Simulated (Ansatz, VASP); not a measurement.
# Si: VASP beside Ansatz

```
Si
1.0
     0.00000    2.85782    2.63904
     2.70741    0.00000    2.63904
     2.70741    2.85782    0.00000
Si
2
Direct
  0.50000 0.50000 0.50000
  0.75000 0.75000 0.75000
```

Change from the starting cell: strain +e along x and -e along y -0.0275, strain +e along z and -e/2 along x and y -0.0350.

Alike in both runs: task single point; functional PBE; k mesh 8 × 8 × 8; occupations gaussian, width 0.05 eV; no spin polarisation.

```csv
,VASP,Ansatz
version,VASP 6.6.1,Ansatz 0.2.0
potentials or method,"VASP PAW PBE potentials, release 64 (Si), cutoff 520 eV","scalar-relativistic, plane waves, PAW"
valence electrons in the cell,8,8
```

|  | VASP | Ansatz | Ansatz less VASP |
| --- | --- | --- | --- |
| gap on the k mesh at the Fermi level (eV) | 0.10 | 0.09 | -0.002 |
| least direct gap on the mesh (eV) | 2.13 | 2.13 | -0.002 |
| pressure (GPa) | 0.0 | 0.0 | +0.06 |
| traceless stress, the component that is largest in VASP (GPa) | -4.71 | -4.70 | +0.012 |

With one functional, cell and mesh, what is left measures potentials, basis and numerics.
